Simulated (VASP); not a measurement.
# GaSb (F-43m) in VASP: further runs, part 2 of 2

VASP 6.6.1. Earlier steps stand in the parts before.

### 3 Single point, HSE06 (strain -3.0%)

POSCAR reads:

```
GaSb
1.0
    0.0000000000      2.9739024340      2.9739024340
    2.9739024340      0.0000000000      2.9739024340
    2.9739024340      2.9739024340      0.0000000000
Ga Sb
1 1
Direct
    0.0000000000      0.0000000000      0.0000000000
    0.2500000000      0.2500000000      0.2500000000
```

INCAR.step1 reads:

```
SYSTEM = GaSb
PREC = Accurate
ENCUT = 520
EDIFF = 1E-5
ISMEAR = 0
SIGMA = 0.01
LREAL = .False.
LASPH = .True.
NELM = 80
ALGO = Normal
ISIF = 2
LWAVE = .True.
LCHARG = .False.
GGA = PE
NBANDS = 16
```

INCAR.step2 reads:

```
SYSTEM = GaSb
PREC = Accurate
ENCUT = 520
EDIFF = 1E-6
ISMEAR = 0
SIGMA = 0.01
LREAL = .False.
LASPH = .True.
NELM = 80
ALGO = Normal
ISIF = 2
LWAVE = .False.
LCHARG = .False.
GGA = PE
LHFCALC = .True.
HFSCREEN = 0.2079
PRECFOCK = Normal
ISTART = 1
NBANDS = 16
```

KPOINTS reads:

```
Automatic mesh
0
Gamma
  6 6 6
  0 0 0
```

Potentials or basis: VASP PAW PBE potentials, release 64 (Ga_d, Sb).

Launch:

```console
cat potpaw_PBE.64/Ga_d/POTCAR potpaw_PBE.64/Sb/POTCAR > POTCAR
cp INCAR.step1 INCAR
mpirun -np 1 vasp_std > vasp.out
cp INCAR.step2 INCAR
mpirun -np 1 vasp_std > vasp.out
```

OUTCAR:

```text
SYSTEM = GaSb
   PREC = Accurate
   ENCUT = 520
   EDIFF = 1E-6
   ISMEAR = 0
   LREAL = .False.
   LASPH = .True.
   NELM = 80
   ISIF = 2
   GGA = PE
   LHFCALC = .True.
   HFSCREEN = 0.2079
   PRECFOCK = Normal
   ISTART = 1

 ion  position               nearest neighbor table
   1  0.000  0.000  0.000-   2 2.58   2 2.58   2 2.58   2 2.58
   2  0.250  0.250  0.250-   1 2.58   1 2.58   1 2.58   1 2.58

  LATTYP: Found a face centered cubic cell.
 ALAT       =     5.9478048680

  Lattice vectors:

 A1 = (   0.0000000000,   2.9739024340,   2.9739024340)
 A2 = (   2.9739024340,   0.0000000000,   2.9739024340)
 A3 = (   2.9739024340,   2.9739024340,   0.0000000000)

Analysis of symmetry for initial positions (statically):
=====================================================================
 Subroutine PRICEL returns:
 Original cell was already a primitive cell.

 Routine SETGRP: Setting up the symmetry group for a
 face centered cubic supercell.

 Subroutine GETGRP returns: Found 24 space group operations
 (whereof 24 operations were pure point group operations)
 out of a pool of 48 trial point group operations.

The static configuration has the point symmetry T_d .

Analysis of symmetry for dynamics (positions and initial velocities):
=====================================================================
 Subroutine PRICEL returns:
 Original cell was already a primitive cell.

 Routine SETGRP: Setting up the symmetry group for a
 face centered cubic supercell.

 Subroutine GETGRP returns: Found 24 space group operations
 (whereof 24 operations were pure point group operations)
 out of a pool of 48 trial point group operations.

The dynamic configuration has the point symmetry T_d .

 Subroutine INISYM returns: Found 24 space group operations
 (whereof 24 operations are pure point group operations),
 and found     1 'primitive' translations

----------------------------------------------------------------------------------------

                                     Primitive cell

  volume of cell :      52.6030

  direct lattice vectors                    reciprocal lattice vectors
     0.000000000  2.973902434  2.973902434    -0.168129255  0.168129255  0.168129255
     2.973902434  0.000000000  2.973902434     0.168129255 -0.168129255  0.168129255
     2.973902434  2.973902434  0.000000000     0.168129255  0.168129255 -0.168129255

  length of vectors
     4.205733155  4.205733155  4.205733155     0.291208412  0.291208412  0.291208412

  position of ions in fractional coordinates (direct lattice)
     0.000000000  0.000000000  0.000000000
     0.250000000  0.250000000  0.250000000

  ion indices of the primitive-cell ions
   primitive index   ion index
                 1           1
                 2           2

----------------------------------------------------------------------------------------

 KPOINTS: Automatic mesh

Automatic generation of k-mesh.
 Grid dimensions read from file:
 generate k-points for:    6    6    6

 Generating k-lattice:

  Cartesian coordinates                     Fractional coordinates (reciprocal lattice)
[... 20 lines left out ...]
  0.500000  0.000000  0.000000      4.000000
  0.166667  0.166667  0.000000      6.000000
  0.333333  0.166667  0.000000     24.000000
[... 8 lines left out ...]
 -0.333333  0.333333  0.166667     24.000000
 -0.333333  0.500000  0.166667     12.000000
   k-points           NKPTS =     16   k-points in BZ     NKDIM =    216   number of bands    NBANDS=     16
   number of dos      NEDOS =    301   number of ions     NIONS =      2
   total plane-waves  NPLWV =  32768
   dimension x,y,z NGX =    32 NGY =   32 NGZ =   32
   dimension x,y,z NGXF=    64 NGYF=   64 NGZF=   64
   ions per type =               1   1
   NGX,Y,Z   is equivalent  to a cutoff of  12.65, 12.65, 12.65 a.u.
   NGXF,Y,Z  is equivalent  to a cutoff of  25.30, 25.30, 25.30 a.u.
 SYSTEM =  GaSb
   PREC   = accura    normal or accurate (medium, high low for compatibility)
   ISTART =      1    job   : 0-new  1-cont  2-samecut
   ICHARG =      0    charge: 1-file 2-atom 10-const
   ISPIN  =      1    spin polarized calculation?
   LNONCOLLINEAR =      F non collinear calculations
   LSORBIT =      F    spin-orbit coupling
   LASPH  =      T    aspherical Exc in radial PAW
   ENCUT  =  520.0 eV  38.22 Ry    6.18 a.u.   7.82  7.82  7.82*2*pi/ulx,y,z
   NELM   =     80;   NELMIN=  2; NELMDL=  0     # of ELM steps
   EDIFF  = 0.1E-05   stopping-criterion for ELM
   LREAL  =      F    real-space projection
   EDIFFG = 0.1E-04   stopping-criterion for IOM
   NSW    =      0    number of steps for IOM
   IBRION =     -1    ionic relax: 0-MD 1-quasi-New 2-CG
   NFREE  =      0    steps in history (QN), initial steepest desc. (CG)
   ISIF   =      2    stress and relaxation
   ISYM   =      3    0-nonsym 1-usesym 2-fastsym
   POTIM  = 0.5000    time-step for ionic-motion
   TEBEG  =    0.0;   TEEND  =   0.0 temperature during run
   PSTRESS=    0.0 pullay stress
   NELECT =      18.0000    total number of electrons
   NUPDOWN=      -1.0000    fix difference up-down
   EMIN   =  10.00;   EMAX   =-10.00  energy-range for DOS
   EFERMI =   0.00;   METHOD = LEGACY
   ISMEAR =     0;   SIGMA  =   0.01  broadening in eV -4-tet -1-fermi 0-gaus
   EFERMI_NEDOS =   21; number of points for ismear=-14 and -15
   IALGO  =     38    algorithm
   IMIX   =      1    mixing-type and parameters
     AMIX     =   0.40;   BMIX     =  1.00
     AMIX_MAG =   1.60;   BMIX_MAG =  1.00
  volume/ion in A,a.u.               =      26.30       177.49
  Fermi-wavevector in a.u.,A,eV,Ry     =   1.145062  2.163853 17.839506  1.311167
  Thomas-Fermi vector in A             =   2.281752
   LORBIT       =      0    0 simple, 1 ext, 2 COOP (PROOUT), +10 PAW based schemes
   GGA     = PE    functional components
   LHFCALC =     T    Hartree Fock is set to
   PRECFOCK=normal    Normal, Fast or Accurate (Low or Medium for compatibility)
   ENCUT4O =  -1.0   cutoff for four orbital integrals eV
   NKREDX  =     1    reduce k-point grid by
   NKREDY  =     1    reduce k-point grid by
   NKREDZ  =     1    reduce k-point grid by
   AEXX    =    0.2500 exact exchange contribution
   HFSCREEN=    0.2079 screening length (either q_TF or 0.3 A-1)
   HFSCREENC=   0.2079 screening length for correlation (either q_TF or 0.3 A-1)
   ENCUTFOCK=  -1.0 apply spherical cutoff to Coloumb kernel
   IVDW    =     0    specifies the selected vdW correction
   LEPSILON=     F    determine dielectric tensor
   LRPA    =     F    only Hartree local field effects (RPA)
 non-spin polarized calculation
 Gauss-broadening in eV      SIGMA  =   0.01
  energy-cutoff  :      520.00
  volume of cell :       52.60
 maximum number of plane-waves:      1430
  NGX = 24; NGY = 24; NGZ = 24

 number of electron      18.0000014 magnetization

 Free energy of the ion-electron system (eV)
  ---------------------------------------------------
  ext. energy  EPLUGINS =         0.00000000
  ---------------------------------------------------
  free energy    TOTEN  =        -8.84798010 eV

  energy without entropy =       -8.84798010  energy(sigma->0) =       -8.84798010

 E-fermi :   5.4167     XC(G=0):  -7.8733

 val. band max:        5.3732979541   @ k =   0.0000   0.0000   0.0000
 cond. band min:       6.6617476816   @ k =   0.5000   0.0000   0.0000
 fundamental gap:      1.2884497275
 Fermi energy:         5.4167076802

 k-point     1 :       0.0000    0.0000    0.0000
  band No.  band energies     occupation
      1     -12.4360      2.00000
      2     -12.4360      2.00000
      3     -12.4360      2.00000
      4     -12.3702      2.00000
      5     -12.3702      2.00000
      6      -7.8458      2.00000
[... 281 lines left out ...]
      3     -12.4071      2.00000
      4     -12.3803      2.00000
      5     -12.3687      2.00000
      6      -4.6902      2.00000
[... 8 lines left out ...]
     15      17.0519      0.00000
     16      18.3283      0.00000

------------------------ aborting loop because EDIFF is reached ----------------------------------------

  FORCE on cell =-STRESS in cart. coord.  units (eV):
  Direction    XX          YY          ZZ          XY          YZ          ZX
  --------------------------------------------------------------------------------------
  -------------------------------------------------------------------------------------
  Total        1.9001685      1.9001685      1.9001685      0.0000000      0.0000000     -0.0000000
  in kB       57.8752075     57.8752075     57.8752075      0.0000000      0.0000000     -0.0000000
  external PRESSURE =      57.8752075 kB  Pullay stress =       0.0000000 kB

 VOLUME and BASIS-vectors are now :
 -----------------------------------------------------------------------------
  energy-cutoff  :      520.00
  volume of cell :       52.60
      direct lattice vectors                 reciprocal lattice vectors
     0.000000000  2.973902434  2.973902434    -0.168129255  0.168129255  0.168129255
     2.973902434  0.000000000  2.973902434     0.168129255 -0.168129255  0.168129255
     2.973902434  2.973902434  0.000000000     0.168129255  0.168129255 -0.168129255

 POSITION                                       TOTAL-FORCE (eV/Angst)
 -----------------------------------------------------------------------------------
      0.00000      0.00000      0.00000         0.000000      0.000000     -0.000000
      1.48695      1.48695      1.48695        -0.000000     -0.000000      0.000000
 -----------------------------------------------------------------------------------
    total drift:                               -0.000050     -0.000060     -0.000039

  FREE ENERGIE OF THE ION-ELECTRON SYSTEM (eV)
  ---------------------------------------------------
  free  energy   TOTEN  =        -8.8479801031 eV

  energy  without entropy=       -8.8479801031  energy(sigma->0) =       -8.84798010
```

Run time: 40 min. Hardware: 1 thread of Intel Xeon Platinum 8259CL at 2.50GHz (Skylake/Cascade Lake), shared host; peak memory 0.31 GiB.

What came out:

* Free energy: -8.8480 eV
* Pressure: 5.8 GPa
* Band gap on the k mesh: 1.29 eV (least direct gap 1.56 eV)

Caveat: the cell differs from its parent crystal (strain -3.0%); the cell stands under pressure; the PAW data sets were made with another functional, which shifts forces and pressure a little; spin-orbit coupling is left out, which moves the levels of the heavy elements.
